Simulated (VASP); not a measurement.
# Ti (Im-3m) in VASP: single point with PBEsol

Aim: the single point of Ti with PBEsol.

Everything below comes from runs of VASP 6.6.1. Logs are shortened: lines on timing, memory, paths and dates and some standing lists are left out, and cuts for length are marked.

## 1. The cell of the first run

The structure is cubic, space group Im-3m (No. 229). Conventional cell: a = 3.282 Å, b = 3.282 Å, c = 3.282 Å, α = 90.00°, β = 90.00°, γ = 90.00°. Within 3.7 Å of Ti (site symmetry m-3m) lie 14 Ti at 2.84 to 3.28 Å.

This isn't the form of Ti at room conditions, which is hcp.

## 2. Single point, PBEsol

The input, INCAR:

```
PREC = Accurate ; ENCUT = 550
EDIFF = 1E-6 ; ISMEAR = 0
SIGMA = 0.15 ; LREAL = F
LASPH = T ; NELM = 300
ALGO = All ; ISIF = 2
LWAVE = F ; LCHARG = F
GGA = PS ; NBANDS = 58
GGA_COMPAT = F ; ISEARCH = 1
KPAR = 4
```

The input, KPOINTS:

```
regular mesh
0
Gamma
  10 10 10
```

The input, POSCAR:

```
Ti
1.0
    3.2820000000      3.2820000000     -3.2820000000
   -3.2820000000     -3.2820000000     -3.2820000000
   -3.2820000000      3.2820000000      3.2820000000
Ti
8
Direct
    0.0000000000      0.5000000000      0.0000000000
    0.5000000000      0.5000000000      0.0000000000
    0.0000000000      0.5000000000      0.5000000000
    0.5000000000      0.5000000000      0.5000000000
    0.0000000000      0.0000000000      0.0000000000
    0.5000000000      0.0000000000      0.0000000000
    0.0000000000      0.0000000000      0.5000000000
    0.5000000000      0.0000000000      0.5000000000
```

Potentials or basis: VASP PAW PBE potentials, release 64 (Ti_sv).

The run is started by

```console
cat potpaw_PBE.64/Ti_sv/POTCAR > POTCAR
mpirun -np 4 vasp_std > vasp.out
```

OUTCAR:

```text
PREC = Accurate
   ENCUT = 550
   EDIFF = 1E-6
   ISMEAR = 0
   LREAL = F
   LASPH = T
   NELM = 300
   ISIF = 2
   GGA = PS

 ion  position               nearest neighbor table
   1  0.000  0.500  0.000-   2 2.84   3 2.84   5 2.84   8 2.84   3 2.84   5 2.84   2 2.84   8 2.84

   2  0.500  0.500  0.000-   1 2.84   4 2.84   6 2.84   7 2.84   4 2.84   6 2.84   1 2.84   7 2.84

   3  0.000  0.500  0.500-   1 2.84   4 2.84   6 2.84   7 2.84   1 2.84   7 2.84   4 2.84   6 2.84

   4  0.500  0.500  0.500-   2 2.84   3 2.84   5 2.84   8 2.84   2 2.84   8 2.84   3 2.84   5 2.84

   5  0.000  0.000  0.000-   1 2.84   4 2.84   6 2.84   7 2.84   7 2.84   1 2.84   6 2.84   4 2.84

   6  0.500  0.000  0.000-   2 2.84   3 2.84   5 2.84   8 2.84   8 2.84   2 2.84   5 2.84   3 2.84

   7  0.000  0.000  0.500-   2 2.84   3 2.84   5 2.84   8 2.84   5 2.84   3 2.84   8 2.84   2 2.84

   8  0.500  0.000  0.500-   1 2.84   4 2.84   6 2.84   7 2.84   6 2.84   4 2.84   7 2.84   1 2.84

  LATTYP: Found a body centered cubic cell.
 ALAT       =     6.5640000000

  Lattice vectors:

 A1 = (   3.2820000000,   3.2820000000,  -3.2820000000)
 A2 = (  -3.2820000000,  -3.2820000000,  -3.2820000000)
 A3 = (  -3.2820000000,   3.2820000000,   3.2820000000)

Analysis of symmetry for initial positions (statically):
=====================================================================
 Subroutine PRICEL returns following result:

  LATTYP: Found a body centered cubic cell.
 ALAT       =     3.2820000000

  Lattice vectors:

 A1 = (   1.6410000000,   1.6410000000,  -1.6410000000)
 A2 = (  -1.6410000000,  -1.6410000000,  -1.6410000000)
 A3 = (  -1.6410000000,   1.6410000000,   1.6410000000)

   8 primitive cells build up your supercell.

 Routine SETGRP: Setting up the symmetry group for a
 body centered cubic supercell.

 Subroutine GETGRP returns: Found 48 space group operations
 (whereof 48 operations were pure point group operations)
 out of a pool of 48 trial point group operations.

The static configuration has the point symmetry O_h .

Analysis of symmetry for dynamics (positions and initial velocities):
=====================================================================
 Subroutine PRICEL returns following result:

  LATTYP: Found a body centered cubic cell.
 ALAT       =     3.2820000000

  Lattice vectors:

 A1 = (   1.6410000000,   1.6410000000,  -1.6410000000)
 A2 = (  -1.6410000000,  -1.6410000000,  -1.6410000000)
 A3 = (  -1.6410000000,   1.6410000000,   1.6410000000)

   8 primitive cells build up your supercell.

 Routine SETGRP: Setting up the symmetry group for a
 body centered cubic supercell.

 Subroutine GETGRP returns: Found 48 space group operations
 (whereof 48 operations were pure point group operations)
 out of a pool of 48 trial point group operations.

The dynamic configuration has the point symmetry O_h .

 Subroutine INISYM returns: Found 48 space group operations
 (whereof 48 operations are pure point group operations),
 and found     8 'primitive' translations

----------------------------------------------------------------------------------------

                                     Primitive cell

  volume of cell :      17.6761

  direct lattice vectors                    reciprocal lattice vectors
     1.641000000  1.641000000 -1.641000000     0.000000000  0.304692261 -0.304692261
    -1.641000000 -1.641000000 -1.641000000    -0.304692261  0.000000000 -0.304692261
    -1.641000000  1.641000000  1.641000000    -0.304692261  0.304692261  0.000000000

  length of vectors
     2.842295375  2.842295375  2.842295375     0.430899928  0.430899928  0.430899928

  position of ions in fractional coordinates (direct lattice)
     0.000000000  0.000000000  0.000000000

  ion indices of the primitive-cell ions
   primitive index   ion index
                 1           1

----------------------------------------------------------------------------------------

 KPOINTS: regular mesh

Automatic generation of k-mesh.
 Grid dimensions read from file:
 generate k-points for:   10   10   10

 Generating k-lattice:

  Cartesian coordinates                     Fractional coordinates (reciprocal lattice)
     0.000000000  0.015234613 -0.015234613     0.100000000  0.000000000  0.000000000
    -0.015234613  0.000000000 -0.015234613     0.000000000  0.100000000  0.000000000
    -0.015234613  0.015234613  0.000000000     0.000000000  0.000000000  0.100000000

  Length of vectors
     0.021544996  0.021544996  0.021544996

  Shift w.r.t. Gamma in fractional coordinates (k-lattice)
     0.000000000  0.000000000  0.000000000

 Subroutine IBZKPT returns following result:
 ===========================================

 Found     47 irreducible k-points:

 Following reciprocal coordinates:
            Coordinates               Weight
  0.000000  0.000000  0.000000      1.000000
  0.100000  0.000000  0.000000     12.000000
  0.200000  0.000000  0.000000     12.000000
  0.300000  0.000000  0.000000     12.000000
  0.400000  0.000000  0.000000     12.000000
  0.500000  0.000000  0.000000      6.000000
[... 16 lines left out ...]
  0.300000  0.300000  0.100000      8.000000
 -0.300000  0.300000  0.100000     24.000000
 [... further k-points ...]
   k-points           NKPTS =     47   k-points in BZ     NKDIM =     47   number of bands    NBANDS=     58
   number of dos      NEDOS =    301   number of ions     NIONS =      8
   total plane-waves  NPLWV = 110592
   dimension x,y,z NGX =    48 NGY =   48 NGZ =   48
   dimension x,y,z NGXF=    96 NGYF=   96 NGZF=   96
   ions per type =               8
   NGX,Y,Z   is equivalent  to a cutoff of  14.04, 14.04, 14.04 a.u.
   NGXF,Y,Z  is equivalent  to a cutoff of  28.08, 28.08, 28.08 a.u.
 SYSTEM =  unknown system
   PREC   = accura    normal or accurate (medium, high low for compatibility)
   ISTART =      0    job   : 0-new  1-cont  2-samecut
   ICHARG =      2    charge: 1-file 2-atom 10-const
   ISPIN  =      1    spin polarized calculation?
   LNONCOLLINEAR =      F non collinear calculations
   LSORBIT =      F    spin-orbit coupling
   LASPH  =      T    aspherical Exc in radial PAW
   ENCUT  =  550.0 eV  40.42 Ry    6.36 a.u.  10.87 10.87 10.87*2*pi/ulx,y,z
   NELM   =    300;   NELMIN=  2; NELMDL= -5     # of ELM steps
   EDIFF  = 0.1E-05   stopping-criterion for ELM
   LREAL  =      F    real-space projection
   EDIFFG = 0.1E-04   stopping-criterion for IOM
   NSW    =      0    number of steps for IOM
   IBRION =     -1    ionic relax: 0-MD 1-quasi-New 2-CG
   NFREE  =      0    steps in history (QN), initial steepest desc. (CG)
   ISIF   =      2    stress and relaxation
   ISYM   =      2    0-nonsym 1-usesym 2-fastsym
   POTIM  = 0.5000    time-step for ionic-motion
   TEBEG  =    0.0;   TEEND  =   0.0 temperature during run
   PSTRESS=    0.0 pullay stress
   NELECT =      96.0000    total number of electrons
   NUPDOWN=      -1.0000    fix difference up-down
   EMIN   =  10.00;   EMAX   =-10.00  energy-range for DOS
   EFERMI =   0.00;   METHOD = LEGACY
   ISMEAR =     0;   SIGMA  =   0.15  broadening in eV -4-tet -1-fermi 0-gaus
   EFERMI_NEDOS =   21; number of points for ismear=-14 and -15
   IALGO  =     58    algorithm
   IMIX   =      4    mixing-type and parameters
     AMIX     =   0.40;   BMIX     =  1.00
     AMIX_MAG =   1.60;   BMIX_MAG =  1.00
  volume/ion in A,a.u.               =      17.68       119.28
  Fermi-wavevector in a.u.,A,eV,Ry     =   1.438821  2.718977 28.166848  2.070205
  Thomas-Fermi vector in A             =   2.557745
   LORBIT       =      0    0 simple, 1 ext, 2 COOP (PROOUT), +10 PAW based schemes
   GGA     = PS    functional components
   LHFCALC =     F    Hartree Fock is set to
   AEXX    =    0.0000 exact exchange contribution
   IVDW    =     0    specifies the selected vdW correction
   LEPSILON=     F    determine dielectric tensor
   LRPA    =     F    only Hartree local field effects (RPA)
 non-spin polarized calculation
 Gauss-broadening in eV      SIGMA  =   0.15
  energy-cutoff  :      550.00
  volume of cell :      141.41
 maximum number of plane-waves:      4196
 NGX is ok and might be reduce to    48
   NGX = 21   NGY = 21   NGZ = 21

 number of electron      96.0000005 magnetization

 Free energy of the ion-electron system (eV)
  ---------------------------------------------------
  ext. energy  EPLUGINS =         0.00000000
  ---------------------------------------------------
  free energy    TOTEN  =       -65.77462051 eV

  energy without entropy =      -65.55810636  energy(sigma->0) =      -65.66636344

 E-fermi :   7.7767     XC(G=0): -11.5483

 val. band max:        7.7747282308   @ k =   0.4000   0.0000   0.0000
 cond. band min:       7.7766865402   @ k =   0.3000   0.3000   0.0000
 fundamental gap:      0.0019583095
 Fermi energy:         7.7767256459

 k-point     1 :       0.0000    0.0000    0.0000
  band No.  band energies     occupation
      1     -48.5553      2.00000
      2     -48.4304      2.00000
      3     -48.4304      2.00000
      4     -48.4304      2.00000
      5     -48.4304      2.00000
      6     -48.4304      2.00000
[... 50 lines left out ...]
     57      10.4761      0.00000
     58      10.5102      0.00000

 k-point     2 :       0.1000    0.0000    0.0000
  band No.  band energies     occupation
      1     -48.5522      2.00000
      2     -48.4335      2.00000
      3     -48.4304      2.00000
      4     -48.4304      2.00000
      5     -48.4304      2.00000
      6     -48.4304      2.00000
[... 50 lines left out ...]
     57      10.4283      0.00000
     58      10.4621      0.00000

 k-point     3 :       0.2000    0.0000    0.0000
  band No.  band energies     occupation
      1     -48.5435      2.00000
      2     -48.4424      2.00000
      3     -48.4304      2.00000
      4     -48.4304      2.00000
      5     -48.4304      2.00000
      6     -48.4304      2.00000
[... 1216 lines left out ...]
      3     -48.4777      2.00000
      4     -48.4525      2.00000
      5     -48.4092      2.00000
      6     -48.3957      2.00000
[... 50 lines left out ...]
     57      10.3174      0.00000
     58      10.3837      0.00000

 k-point    24 :      -0.3000    0.3000    0.1000
  band No.  band energies     occupation
      1     -48.5269      2.00000
      2     -48.4540      2.00000
      3     -48.4329      2.00000
      4     -48.4329      2.00000
      5     -48.4281      2.00000
      6     -48.4281      2.00000
[... 50 lines left out ...]
     57       9.8633      0.00000
     58      10.1845      0.00000

 [... further k-points ...]

------------------------ aborting loop because EDIFF is reached ----------------------------------------

  FORCE on cell =-STRESS in cart. coord.  units (eV):
  Direction    XX          YY          ZZ          XY          YZ          ZX
  --------------------------------------------------------------------------------------
  -------------------------------------------------------------------------------------
  Total       -6.0226871     -6.0226871     -6.0226871      0.0000000      0.0000000      0.0000000
  in kB      -68.2378230    -68.2378230    -68.2378230      0.0000000      0.0000000      0.0000000
  external PRESSURE =     -68.2378230 kB  Pullay stress =       0.0000000 kB

 VOLUME and BASIS-vectors are now :
 -----------------------------------------------------------------------------
  energy-cutoff  :      550.00
  volume of cell :      141.41
      direct lattice vectors                 reciprocal lattice vectors
     3.282000000  3.282000000 -3.282000000     0.000000000  0.152346130 -0.152346130
    -3.282000000 -3.282000000 -3.282000000    -0.152346130  0.000000000 -0.152346130
    -3.282000000  3.282000000  3.282000000    -0.152346130  0.152346130  0.000000000

 POSITION                                       TOTAL-FORCE (eV/Angst)
 -----------------------------------------------------------------------------------
     -1.64100     -1.64100     -1.64100         0.000000     -0.000000     -0.000000
      0.00000      0.00000     -3.28200        -0.000000     -0.000000     -0.000000
     -3.28200      0.00000      0.00000         0.000000     -0.000000     -0.000000
     -1.64100      1.64100     -1.64100         0.000000      0.000000     -0.000000
      0.00000      0.00000      0.00000        -0.000000     -0.000000     -0.000000
      1.64100      1.64100     -1.64100        -0.000000      0.000000      0.000000
     -1.64100      1.64100      1.64100         0.000000     -0.000000      0.000000
      0.00000      3.28200      0.00000         0.000000      0.000000      0.000000
 -----------------------------------------------------------------------------------
    total drift:                               -0.000000      0.000000      0.000000

  FREE ENERGIE OF THE ION-ELECTRON SYSTEM (eV)
  ---------------------------------------------------
  free  energy   TOTEN  =       -65.7746205136 eV

  energy  without entropy=      -65.5581023498  energy(sigma->0) =      -65.66636143
```

It took 4.7 min on 4 MPI ranks of Intel Xeon Platinum 8259CL at 2.50GHz (Skylake/Cascade Lake), shared host; peak memory 0.84 GiB.

What came out:

| Item | Value |
| --- | --- |
| Free energy | -65.7746 eV |
| Pressure | -6.8 GPa |
| Band gap on the k mesh | zero (bands 48 and 49 overlap by 1.15 eV) |

Caveat: the cell stands under tension; the PAW data sets were made with another functional, which shifts forces and pressure a little.
